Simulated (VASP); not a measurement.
Input of a VASP 6.6.1 run:

INCAR

```
PREC     = Accurate       # precision mode
ENCUT    = 520            # plane-wave cutoff, eV
EDIFF    = 1E-6           # SCF threshold, eV
ISMEAR   = -1             # smearing method
SIGMA    = 0.1            # smearing width, eV
LREAL    = F              # projectors in reciprocal space
LASPH    = T              # aspherical terms in the spheres
NELM     = 60             # most SCF steps
ALGO     = Normal         # electronic algorithm
ISIF     = 2              # what is computed and relaxed
LWAVE    = F              # write WAVECAR
LCHARG   = F              # write CHGCAR
GGA      = PS             # functional
NBANDS   = 9              # bands
```

Contents of KPOINTS:

```
Automatic mesh
0
Gamma
  20 20 10
```

The input POSCAR:

```
Be
1.0
   -1.4991342205      1.2290189586      1.0967728661
    1.2290189586     -1.4991342205      1.0967728661
    2.7107980580      2.7107980580     -1.5914894631
Be
2
Direct
    0.9583892371      0.0416107629      1.0000000000
    0.7916107629      0.2083892371      0.5000000000
```

Potentials or basis: VASP PAW PBE potentials, release 64 (Be).

The run is started by

```bash
$ cat potpaw_PBE.64/Be/POTCAR > POTCAR
$ mpirun -np 1 vasp_std > vasp.out
```

Estimate the band gap on the k mesh.

zero (band 2 reaches 8.43 eV, above the bottom of band 3 at 6.97 eV).

Estimate the pressure.

5.9 GPa.

Stress tensor (GPa, compression positive):
```
5.98 0.23 0.03
0.23 5.98 0.03
0.03 0.03 5.67
```

Caveat: the PAW data sets were made with another functional, which shifts forces and pressure a little.
